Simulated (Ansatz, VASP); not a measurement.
**One calculation of LuH2, two programs**

```
Lu H
1.0
     0.02516    2.52908    2.52908
     2.52908    0.02516    2.52908
     2.52908    2.52908    0.02516
Lu H
1 2
Cartesian
  0.0000 0.0000 0.0000
  1.2708 1.2708 1.2708
  3.8125 3.8125 3.8125
```

Change from the starting cell: equal xy, yz and zx shear strains of +1 %, crystal datasets.

Alike in both runs: task electric field gradients; functional LDA; k mesh 8 × 8 × 8; occupations fermi-dirac, width 0.02 eV; no spin polarisation.

|  | VASP | Ansatz |
| --- | --- | --- |
| version | VASP 6.6.1 | Ansatz 0.2.0 |
| potentials or method | VASP PAW PBE potentials, release 64 (Lu, H), cutoff 520 eV | all-electron PAW with datasets made for the crystal, scalar-relativistic |

Ansatz gave:

- pressure (GPa): -6.7
- traceless stress, the component that is largest in VASP (GPa): -0.87
- rms of the force components (eV/Å): 0.025
- size of Vzz on the site where it differs most (V/Å²): 24.5

Problem. What did VASP give for the same quantities?

Solution. Pressure (GPa): -6.2; traceless stress, the component that is largest in VASP (GPa): -0.89; rms of the force components (eV/Å): 0.026; size of Vzz on the site where it differs most (V/Å²): 24.7.

VASP's potentials were made for PBE, not for LDA. LDA's correlation is that of Perdew and Zunger in VASP and of Perdew and Wang (1992) in Ansatz. Atom by atom the forces differ by 0.001 eV/Å (rms over components). Ansatz ran all-electron here, and VASP with PAW potentials.

Neither program's run includes spin-orbit coupling.
